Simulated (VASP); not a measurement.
# Ca (I4/mmm) in VASP: a series of runs, part 2 of 2

VASP 6.6.1.

**5. Single point, PBEsol (strain -0.015 along x and y, +0.000 along z)**

File INCAR:

```
PREC = Accurate ; ENCUT = 520
EDIFF = 1E-7 ; ISMEAR = 0
SIGMA = 0.15 ; LREAL = False
LASPH = True ; NELM = 80
ALGO = Fast ; ISIF = 2
LWAVE = False ; LCHARG = False
GGA = PS ; NBANDS = 11
```

File KPOINTS:

```
Automatic mesh
0
Gamma
  14 14 14
```

File POSCAR:

```
Ca
1.0
    0.0000000000      2.7522870000      2.7942000000
    2.7522870000      0.0000000000      2.7942000000
    2.7522870000      2.7522870000      0.0000000000
Ca
1
Direct
    0.0000000000      0.0000000000      0.0000000000
```

Potentials or basis: VASP PAW PBE potentials, release 64 (Ca_sv).

Run with:

```console
$ cat potpaw_PBE.64/Ca_sv/POTCAR > POTCAR
$ mpirun -np 1 vasp_std > vasp.out
```

OUTCAR:

```text
PREC = Accurate
   ENCUT = 520
   EDIFF = 1E-7
   ISMEAR = 0
   LREAL = False
   LASPH = True
   NELM = 80
   ISIF = 2
   GGA = PS

 ion  position               nearest neighbor table
   1  0.000  0.000  0.000-

  LATTYP: Found a body centered tetragonal cell.
 ALAT       =     3.8923216029
 C/A-ratio  =     1.4357498095

  Lattice vectors:

 A1 = (  -2.7522870000,   0.0000000000,   2.7942000000)
 A2 = (   2.7522870000,   0.0000000000,   2.7942000000)
 A3 = (   0.0000000000,   2.7522870000,  -2.7942000000)

Analysis of symmetry for initial positions (statically):
=====================================================================
 Subroutine PRICEL returns:
 Original cell was already a primitive cell.

 Routine SETGRP: Setting up the symmetry group for a
 body centered tetragonal supercell.

 Subroutine GETGRP returns: Found 16 space group operations
 (whereof 16 operations were pure point group operations)
 out of a pool of 16 trial point group operations.

The static configuration has the point symmetry D_4h.

Analysis of symmetry for dynamics (positions and initial velocities):
[... 166 lines left out ...]
 k-point     1 :       0.0000    0.0000    0.0000
  band No.  band energies     occupation
      1     -39.9704      2.00000
      2     -20.9638      2.00000
      3     -20.9624      2.00000
      4     -20.9624      2.00000
      5      -2.1500      2.00000
      6       4.1551      0.00000
      7       4.2240      0.00000
      8       4.2240      0.00000
      9       5.2293      0.00000
     10       5.3192      0.00000
     11      10.9946      0.00000
[... 309 lines left out ...]
 k-point    24 :       0.2857    0.1429    0.0000
  band No.  band energies     occupation
      1     -39.9624      2.00000
      2     -21.0315      2.00000
      3     -20.9808      2.00000
      4     -20.9806      2.00000
      5      -0.9538      2.00000
      6       3.2420      0.00000
      7       4.1328      0.00000
      8       4.5513      0.00000
      9       4.9534      0.00000
     10       5.5925      0.00000
     11       9.5924      0.00000

 [... further k-points ...]

------------------------ aborting loop because EDIFF is reached ----------------------------------------

  FORCE on cell =-STRESS in cart. coord.  units (eV):
  Direction    XX          YY          ZZ          XY          YZ          ZX
  --------------------------------------------------------------------------------------
  -------------------------------------------------------------------------------------
  Total       -0.1774091     -0.1774091     -0.2113130      0.0000000     -0.0000000      0.0000000
  in kB       -6.7144659     -6.7144659     -7.9976408      0.0000000     -0.0000000      0.0000000
  external PRESSURE =      -7.1421908 kB  Pullay stress =       0.0000000 kB

 VOLUME and BASIS-vectors are now :
 -----------------------------------------------------------------------------
  energy-cutoff  :      520.00
  volume of cell :       42.33
      direct lattice vectors                 reciprocal lattice vectors
     0.000000000  2.752287000  2.794200000    -0.181667101  0.181667101  0.178942094
     2.752287000  0.000000000  2.794200000     0.181667101 -0.181667101  0.178942094
     2.752287000  2.752287000  0.000000000     0.181667101  0.181667101 -0.178942094

 POSITION                                       TOTAL-FORCE (eV/Angst)
 -----------------------------------------------------------------------------------
      0.00000      0.00000      0.00000         0.000000     -0.000000      0.000000
 -----------------------------------------------------------------------------------
    total drift:                                0.000000     -0.000000     -0.000000

  FREE ENERGIE OF THE ION-ELECTRON SYSTEM (eV)
  ---------------------------------------------------
  free  energy   TOTEN  =        -2.1378946272 eV

  energy  without entropy=       -2.1230428590  energy(sigma->0) =       -2.13046874
```

stdout:

```text
POSCAR found type information on POSCAR Ca
 POSCAR found :  1 types and       1 ions
 scaLAPACK will be used
 -----------------------------------------------------------------------------
|                                                                             |
|                                                                             |
|     You enforced a specific xc type in the INCAR file but a different       |
[... 19 lines left out ...]
WARNING in EDDRMM: call to ZHEGV failed, returncode =   8  4      7
WARNING in EDDRMM: call to ZHEGV failed, returncode =   6  3      5
WARNING in EDDRMM: call to ZHEGV failed, returncode =   6  3      5
WARNING in EDDRMM: call to ZHEGV failed, returncode =   6  3     11
WARNING in EDDRMM: call to ZHEGV failed, returncode =   8  4     10
WARNING in EDDRMM: call to ZHEGV failed, returncode =   6  3      6
WARNING in EDDRMM: call to ZHEGV failed, returncode =   6  3      5
```

Wall time 97 s (1 thread of Intel Xeon 6975P-C (Granite Rapids), shared host); peak memory 0.24 GiB.

What came out:

```
Free energy            : -2.1379 eV
Pressure               : -0.7 GPa
Band gap on the k mesh : zero (band 5 reaches 2.04 eV, above the bottom of band 6 at 1.72 eV)
```

Stress tensor (GPa, compression positive):
```
-0.67  0.00  0.00
 0.00 -0.67  0.00
 0.00  0.00 -0.80
```

Caveat: the cell differs from its parent crystal (strain -0.015 along x and y, +0.000 along z); the PAW data sets were made with another functional, which shifts forces and pressure a little.

**6. Single point, PBEsol (strain +0.000 along x and y, -0.015 along z)**

File INCAR:

```
ALGO = Normal ; EDIFF = 1E-6
ENCUT = 520 ; GGA = PS
ISIF = 2 ; ISMEAR = 0
LASPH = T ; LCHARG = T
LELF = T ; LREAL = F
LVHAR = T ; LWAVE = F
NBANDS = 11 ; NELM = 80
PREC = Accurate ; SIGMA = 0.15
```

File KPOINTS:

```
k-points
0
Gamma
  14 14 14
```

File POSCAR:

```
Ca
1.0
    0.0000000000      2.7942000000      2.7522870000
    2.7942000000      0.0000000000      2.7522870000
    2.7942000000      2.7942000000      0.0000000000
Ca
1
Direct
    0.0000000000      0.0000000000      0.0000000000
```

Potentials or basis: VASP PAW PBE potentials, release 64 (Ca_sv).

Run with:

```console
$ cat potpaw_PBE.64/Ca_sv/POTCAR > POTCAR
$ mpirun -np 1 vasp_std > vasp.out
```

OUTCAR:

```text
EDIFF = 1E-6
   ENCUT = 520
   GGA = PS
   ISIF = 2
   ISMEAR = 0
   LASPH = T
   LREAL = F
   NELM = 80
   PREC = Accurate

 ion  position               nearest neighbor table
   1  0.000  0.000  0.000-

  LATTYP: Found a body centered tetragonal cell.
 ALAT       =     3.9515955360
 C/A-ratio  =     1.3930003589

  Lattice vectors:

 A1 = (   0.0000000000,  -2.7942000000,  -2.7522870000)
 A2 = (   0.0000000000,   2.7942000000,  -2.7522870000)
 A3 = (   2.7942000000,   0.0000000000,   2.7522870000)

[... 516 lines left out ...]
     11       9.3822      0.00000

 [... further k-points ...]

------------------------ aborting loop because EDIFF is reached ----------------------------------------

  FORCE on cell =-STRESS in cart. coord.  units (eV):
  Direction    XX          YY          ZZ          XY          YZ          ZX
  --------------------------------------------------------------------------------------
  -------------------------------------------------------------------------------------
  Total       -0.2642270     -0.2642270     -0.2353845      0.0000000     -0.0000000      0.0000000
  in kB       -9.8502915     -9.8502915     -8.7750524      0.0000000     -0.0000000      0.0000000
  external PRESSURE =      -9.4918785 kB  Pullay stress =       0.0000000 kB

 VOLUME and BASIS-vectors are now :
 -----------------------------------------------------------------------------
  energy-cutoff  :      520.00
  volume of cell :       42.98
      direct lattice vectors                 reciprocal lattice vectors
     0.000000000  2.794200000  2.752287000    -0.178942094  0.178942094  0.181667101
     2.794200000  0.000000000  2.752287000     0.178942094 -0.178942094  0.181667101
     2.794200000  2.794200000  0.000000000     0.178942094  0.178942094 -0.181667101

 POSITION                                       TOTAL-FORCE (eV/Angst)
 -----------------------------------------------------------------------------------
      0.00000      0.00000      0.00000         0.000000     -0.000000      0.000000
 -----------------------------------------------------------------------------------
    total drift:                               -0.000000     -0.000000      0.000000

  FREE ENERGIE OF THE ION-ELECTRON SYSTEM (eV)
  ---------------------------------------------------
  free  energy   TOTEN  =        -2.1347351195 eV

  energy  without entropy=       -2.1198777642  energy(sigma->0) =       -2.12730644
```

Run time: 42 s. Hardware: 1 thread of Intel Xeon 6975P-C (Granite Rapids), shared host; peak memory 0.25 GiB.

What came out:

```
Free energy            : -2.1347 eV
Pressure               : -0.9 GPa
Band gap on the k mesh : zero (band 5 reaches 1.99 eV, above the bottom of band 6 at 1.65 eV)
```

Levels at points of the mesh, in eV from the Fermi level:
| k point | band 3 | band 4 | band 5 | band 6 | band 7 | band 8 |
| --- | --- | --- | --- | --- | --- | --- |
| (0.00, 0.00, 0.00) | -22.88 | -22.87 | -4.00 | 2.28 | 2.28 | 2.35 |
| (0.50, 0.00, 0.00) | -22.90 | -22.89 | -0.99 | -0.17 | 2.15 | 2.24 |
| (0.50, 0.50, 0.00) | -22.93 | -22.93 | -0.41 | 0.56 | 1.03 | 4.03 |
| (0.50, 0.00, 0.50) | -22.92 | -22.92 | -0.46 | 0.59 | 0.89 | 4.03 |

Caveat: the cell differs from its parent crystal (strain +0.000 along x and y, -0.015 along z); the PAW data sets were made with another functional, which shifts forces and pressure a little.

**7. Overview**

| cell | gap on the mesh (eV) | pressure (GPa) |
| --- | --- | --- |
| a = 3.893, b = 3.893, c = 3.833 Å, angles 60.5, 60.5, 59.0°, 1 atom | none | -0.2 |
| a = 3.863, b = 3.863, c = 3.892 Å, angles 59.7, 59.7, 60.5°, 1 atom | none | -0.2 |
| a = 3.923, b = 3.923, c = 3.833 Å, angles 60.8, 60.8, 58.5°, 1 atom | none | -0.5 |
| a = 3.922, b = 3.922, c = 3.892 Å, angles 60.3, 60.3, 59.5°, 1 atom | none | -0.7 |
| a = 3.922, b = 3.922, c = 3.952 Å, angles 59.8, 59.8, 60.5°, 1 atom | none | -0.9 |

Alike in all rows: task single point; level PBEsol; potentials or basis VASP PAW PBE potentials, release 64 (Ca_sv); no spin polarisation; k mesh 14 × 14 × 14; cutoff (eV) 520; smearing gaussian 0.15 eV.

Caveats: the PAW data sets were made with another functional, which shifts forces and pressure a little.

Total energies depend on the potentials used, so only differences within one code and one set of settings carry meaning.
